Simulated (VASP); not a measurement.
# Mg (P6_3/mmc) in VASP: notebook, part 2 of 2

VASP 6.6.1.

### 3 Single point, r2SCAN (18.06 Å³/atom)

This run uses another cell than the first one, of 18.06 Å³/atom.

POSCAR reads:

```
Mg
1.0
    2.9575206594      0.0000000000      0.0000000000
   -1.4787603297      2.5612880233      0.0000000000
    0.0000000000      0.0000000000      4.7684179580
Mg
2
Direct
    0.3333333333      0.6666666667      0.2500000000
    0.6666666667      0.3333333333      0.7500000000
```

INCAR.step1 reads:

```
PREC     = Accurate       # precision mode
ENCUT    = 520            # plane-wave cutoff, eV
ISMEAR   = 0              # smearing method
SIGMA    = 0.05           # smearing width, eV
LREAL    = F              # projectors in reciprocal space
LASPH    = T              # aspherical terms in the spheres
NELM     = 80             # most SCF steps
NBANDS   = 9              # bands
GGA      = PE             # functional
ALGO     = Normal         # electronic algorithm
EDIFF    = 1E-4           # SCF threshold, eV
LWAVE    = T              # write WAVECAR
LCHARG   = F              # write CHGCAR
```

INCAR.step2 reads:

```
PREC     = Accurate       # precision mode
ENCUT    = 520            # plane-wave cutoff, eV
EDIFF    = 1E-7           # SCF threshold, eV
ISMEAR   = 0              # smearing method
SIGMA    = 0.05           # smearing width, eV
LREAL    = F              # projectors in reciprocal space
LASPH    = T              # aspherical terms in the spheres
NELM     = 80             # most SCF steps
ALGO     = Normal         # electronic algorithm
ISIF     = 2              # what is computed and relaxed
LWAVE    = F              # write WAVECAR
LCHARG   = F              # write CHGCAR
METAGGA  = R2SCAN         # meta-GGA
LMIXTAU  = T            
NBANDS   = 9              # bands
ISTART   = 1
```

KPOINTS reads:

```
regular mesh
0
Gamma
  18 18 10
```

Potentials or basis: VASP PAW PBE potentials, release 64 (Mg).

On the command line:

```
$ cat potpaw_PBE.64/Mg/POTCAR > POTCAR
$ cp INCAR.step1 INCAR
$ mpirun -np 1 vasp_std > vasp.out
$ cp INCAR.step2 INCAR
$ mpirun -np 1 vasp_std > vasp.out
```

OUTCAR:

```text
PREC = Accurate
   ENCUT = 520
   EDIFF = 1E-7
   ISMEAR = 0
   LREAL = F
   LASPH = T
   NELM = 80
   ISIF = 2
   METAGGA = R2SCAN
   ISTART = 1

 ion  position               nearest neighbor table
   1  0.333  0.667  0.250-   2 2.93   2 2.93   2 2.93   2 2.93   2 2.93   2 2.93
   2  0.667  0.333  0.750-   1 2.93   1 2.93   1 2.93   1 2.93   1 2.93   1 2.93

  LATTYP: Found a hexagonal cell.
 ALAT       =     2.9575206594
 C/A-ratio  =     1.6123025017

  Lattice vectors:

 A1 = (   2.9575206594,   0.0000000000,   0.0000000000)
 A2 = (  -1.4787603297,   2.5612880233,   0.0000000000)
 A3 = (   0.0000000000,   0.0000000000,   4.7684179580)

Analysis of symmetry for initial positions (statically):
=====================================================================
 Subroutine PRICEL returns:
 Original cell was already a primitive cell.

 Routine SETGRP: Setting up the symmetry group for a
 hexagonal supercell.

 Subroutine GETGRP returns: Found 24 space group operations
 (whereof 12 operations were pure point group operations)
 out of a pool of 24 trial point group operations.

The static configuration has the point symmetry D_3d.
 The point group associated with its full space group is D_6h.

Analysis of symmetry for dynamics (positions and initial velocities):
=====================================================================
 Subroutine PRICEL returns:
 Original cell was already a primitive cell.

 Routine SETGRP: Setting up the symmetry group for a
 hexagonal supercell.

 Subroutine GETGRP returns: Found 24 space group operations
 (whereof 12 operations were pure point group operations)
 out of a pool of 24 trial point group operations.

The dynamic configuration has the point symmetry D_3d.
 The point group associated with its full space group is D_6h.

 Subroutine INISYM returns: Found 24 space group operations
 (whereof 12 operations are pure point group operations),
 and found     1 'primitive' translations

----------------------------------------------------------------------------------------

                                     Primitive cell

  volume of cell :      36.1211

  direct lattice vectors                    reciprocal lattice vectors
     2.957520659  0.000000000  0.000000000     0.338121053  0.195214281  0.000000000
    -1.478760330  2.561288023  0.000000000     0.000000000  0.390428562  0.000000000
     0.000000000  0.000000000  4.768417958     0.000000000  0.000000000  0.209713160

  length of vectors
     2.957520659  2.957520659  4.768417958     0.390428562  0.390428562  0.209713160

  position of ions in fractional coordinates (direct lattice)
     0.333333333  0.666666667  0.250000000
     0.666666667  0.333333333  0.750000000

  ion indices of the primitive-cell ions
   primitive index   ion index
                 1           1
                 2           2

----------------------------------------------------------------------------------------

 KPOINTS: regular mesh

[... 22 lines left out ...]
 Following reciprocal coordinates:
            Coordinates               Weight
  0.000000  0.000000  0.000000      1.000000
  0.055556  0.000000  0.000000      6.000000
  0.111111  0.000000  0.000000      6.000000
  0.166667  0.000000  0.000000      6.000000
  0.222222  0.000000  0.000000      6.000000
  0.277778  0.000000  0.000000      6.000000
[... 16 lines left out ...]
  0.333333  0.111111  0.000000     12.000000
  0.388889  0.111111  0.000000     12.000000
 [... further k-points ...]
   k-points           NKPTS =    222   k-points in BZ     NKDIM =    222   number of bands    NBANDS=      9
   number of dos      NEDOS =    301   number of ions     NIONS =      2
   total plane-waves  NPLWV =  20736
   dimension x,y,z NGX =    24 NGY =   24 NGZ =   36
   dimension x,y,z NGXF=    48 NGYF=   48 NGZF=   72
   ions per type =               2
   NGX,Y,Z   is equivalent  to a cutoff of  13.49, 13.49, 12.55 a.u.
   NGXF,Y,Z  is equivalent  to a cutoff of  26.98, 26.98, 25.10 a.u.
 SYSTEM =  unknown system
   PREC   = accura    normal or accurate (medium, high low for compatibility)
   ISTART =      1    job   : 0-new  1-cont  2-samecut
   ICHARG =      0    charge: 1-file 2-atom 10-const
   ISPIN  =      1    spin polarized calculation?
   LNONCOLLINEAR =      F non collinear calculations
   LSORBIT =      F    spin-orbit coupling
   LASPH  =      T    aspherical Exc in radial PAW
   ENCUT  =  520.0 eV  38.22 Ry    6.18 a.u.   5.50  5.50  8.87*2*pi/ulx,y,z
   NELM   =     80;   NELMIN=  2; NELMDL=  0     # of ELM steps
   EDIFF  = 0.1E-06   stopping-criterion for ELM
   LREAL  =      F    real-space projection
   EDIFFG = 0.1E-05   stopping-criterion for IOM
   NSW    =      0    number of steps for IOM
   IBRION =     -1    ionic relax: 0-MD 1-quasi-New 2-CG
   NFREE  =      0    steps in history (QN), initial steepest desc. (CG)
   ISIF   =      2    stress and relaxation
   ISYM   =      2    0-nonsym 1-usesym 2-fastsym
   POTIM  = 0.5000    time-step for ionic-motion
   TEBEG  =    0.0;   TEEND  =   0.0 temperature during run
   PSTRESS=    0.0 pullay stress
   NELECT =       4.0000    total number of electrons
   NUPDOWN=      -1.0000    fix difference up-down
   EMIN   =  10.00;   EMAX   =-10.00  energy-range for DOS
   EFERMI =   0.00;   METHOD = LEGACY
   ISMEAR =     0;   SIGMA  =   0.05  broadening in eV -4-tet -1-fermi 0-gaus
   EFERMI_NEDOS =   21; number of points for ismear=-14 and -15
   IALGO  =     38    algorithm
   IMIX   =      4    mixing-type and parameters
     AMIX     =   0.40;   BMIX     =  1.00
     AMIX_MAG =   1.60;   BMIX_MAG =  1.00
  volume/ion in A,a.u.               =      18.06       121.88
  Fermi-wavevector in a.u.,A,eV,Ry     =   0.786155  1.485617  8.408933  0.618039
  Thomas-Fermi vector in A             =   1.890636
   LORBIT       =      0    0 simple, 1 ext, 2 COOP (PROOUT), +10 PAW based schemes
   METAGGA = R2SCAN    functional components
   LHFCALC =     F    Hartree Fock is set to
   AEXX    =    0.0000 exact exchange contribution
   IVDW    =     0    specifies the selected vdW correction
   LEPSILON=     F    determine dielectric tensor
   LRPA    =     F    only Hartree local field effects (RPA)
 non-spin polarized calculation
 Gauss-broadening in eV      SIGMA  =   0.05
  energy-cutoff  :      520.00
  volume of cell :       36.12
 maximum number of plane-waves:       996
 NGX is ok and might be reduce to    24
   NGX = 11   NGY = 11   NGZ = 17

 number of electron       4.0000000 magnetization

 Free energy of the ion-electron system (eV)
  ---------------------------------------------------
  ext. energy  EPLUGINS =         0.00000000
  ---------------------------------------------------
  free energy    TOTEN  =        -7.99598041 eV

  energy without entropy =       -7.99537169  energy(sigma->0) =       -7.99567605

 E-fermi :   4.0326     XC(G=0):  -9.8546

 val. band max:        4.0232084916   @ k =   0.0556   0.0556   0.1000
 cond. band min:       4.0525150229   @ k =   0.4444   0.0000   0.4000
 fundamental gap:      0.0293065313
 Fermi energy:         4.0326049749

 k-point     1 :       0.0000    0.0000    0.0000
  band No.  band energies     occupation
      1      -4.4927      2.00000
      2       1.7585      2.00000
      3       2.9016      2.00000
      4      17.1289      0.00000
      5      17.1289      0.00000
      6      17.8158      0.00000
      7      17.8158      0.00000
      8      18.1685      0.00000
      9      20.8169      0.00000
[... 265 lines left out ...]
 k-point    24 :       0.3889    0.1111    0.0000
  band No.  band energies     occupation
      1       0.3828      2.00000
      2       2.8692      2.00000
      3       6.2952      0.00000
      4       7.3916      0.00000
      5       8.7561      0.00000
      6       8.9594      0.00000
      7      12.0418      0.00000
      8      14.9057      0.00000
      9      17.2405      0.00000

 [... further k-points ...]

------------------------ aborting loop because EDIFF is reached ----------------------------------------

  FORCE on cell =-STRESS in cart. coord.  units (eV):
  Direction    XX          YY          ZZ          XY          YZ          ZX
  --------------------------------------------------------------------------------------
  -------------------------------------------------------------------------------------
  Total        2.9857368      2.9857368      2.9828181      0.0000000     -0.0000000      0.0000000
  in kB      132.4346360    132.4346360    132.3051750      0.0000000     -0.0000000      0.0000000
  external PRESSURE =     132.3914823 kB  Pullay stress =       0.0000000 kB

 VOLUME and BASIS-vectors are now :
 -----------------------------------------------------------------------------
  energy-cutoff  :      520.00
  volume of cell :       36.12
      direct lattice vectors                 reciprocal lattice vectors
     2.957520659  0.000000000  0.000000000     0.338121053  0.195214281  0.000000000
    -1.478760330  2.561288023  0.000000000     0.000000000  0.390428562  0.000000000
     0.000000000  0.000000000  4.768417958     0.000000000  0.000000000  0.209713160

 POSITION                                       TOTAL-FORCE (eV/Angst)
 -----------------------------------------------------------------------------------
     -0.00000      1.70753      1.19210        -0.000000     -0.000000      0.000000
      1.47876      0.85376      3.57631         0.000000      0.000000      0.000000
 -----------------------------------------------------------------------------------
    total drift:                                0.000000     -0.000000      0.000000

  FREE ENERGIE OF THE ION-ELECTRON SYSTEM (eV)
  ---------------------------------------------------
  free  energy   TOTEN  =        -7.9959804078 eV

  energy  without entropy=       -7.9953716884  energy(sigma->0) =       -7.99567605
```

Run time: 63 s. Hardware: 1 thread of Intel Xeon 6975P-C (Granite Rapids), shared host; peak memory 0.21 GiB.

What came out:

- Free energy: -7.9960 eV
- Pressure: 13.2 GPa
- Band gap on the k mesh: zero (bands 2 and 3 overlap by 2.10 eV)

Levels at points of the mesh, in eV from the Fermi level:
| k point | band 1 | band 2 | band 3 | band 4 | band 5 |
| --- | --- | --- | --- | --- | --- |
| (0.00, 0.00, 0.00) | -8.53 | -2.27 | -1.13 | 13.10 | 13.10 |
| (0.50, 0.00, 0.00) | -2.85 | -2.47 | 3.20 | 3.23 | 4.41 |
| (0.00, 0.00, 0.50) | -6.79 | -6.79 | 6.28 | 6.28 | 13.90 |
| (0.50, 0.00, 0.50) | -1.55 | -1.55 | -0.35 | -0.35 | 9.37 |

Caveat: the cell stands under pressure; the PAW data sets were made with another functional, which shifts forces and pressure a little.

The gap in the log of VASP goes by the Fermi energy; the results here count the filled bands.